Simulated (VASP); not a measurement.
Write the native input for VASP 6.6.1 that does the following.

```yaml
Task: single point
Functional: PBEsol
Potentials_or_basis: VASP PAW PBE potentials, release 64 (Cl, Li_sv)
Cutoff: 520 eV
k_mesh: 6 × 6 × 6
Occupations: fermi-dirac, width 0.05 eV
Spin: no spin polarisation
Dipole_correction: no
Further_INCAR_settings: ALGO = Normal; EDIFF = 1e-06; NBANDS = 12
```

The structure of LiCl lies in POSCAR:

```
LiCl
1.0
    0.0000000000      2.5647700000      2.5647700000
    2.5647700000      0.0000000000      2.5647700000
    2.5647700000      2.5647700000      0.0000000000
Cl Li
1 1
Direct
    0.5000000000      0.5000000000      0.5000000000
    0.0000000000      0.0000000000      0.0000000000
```

One way to write it, as run:

INCAR

```
SYSTEM = LiCl
  ALGO = Normal
  EDIFF = 1E-6
  ENCUT = 520
  GGA = PS
  ISIF = 2
  ISMEAR = -1
  LASPH = .TRUE.
  LCHARG = .FALSE.
  LREAL = .FALSE.
  LWAVE = .FALSE.
  NBANDS = 12
  NELM = 100
  PREC = Accurate
  SIGMA = 0.05
```

KPOINTS

```
k-points
0
G
  6 6 6
  0 0 0
```

Potentials or basis: VASP PAW PBE potentials, release 64 (Cl, Li_sv).

Run with:

```console
$ cat potpaw_PBE.64/Cl/POTCAR potpaw_PBE.64/Li_sv/POTCAR > POTCAR
$ mpirun -np 1 vasp_std > vasp.out
```

Results of the run:

```
Band gap on the k mesh : 6.14 eV, direct
```

It took 4.4 s on 1 thread of Intel(R) Xeon(R) Platinum 8488C (Sapphire Rapids), on a shared host, peak memory 0.14 GiB.
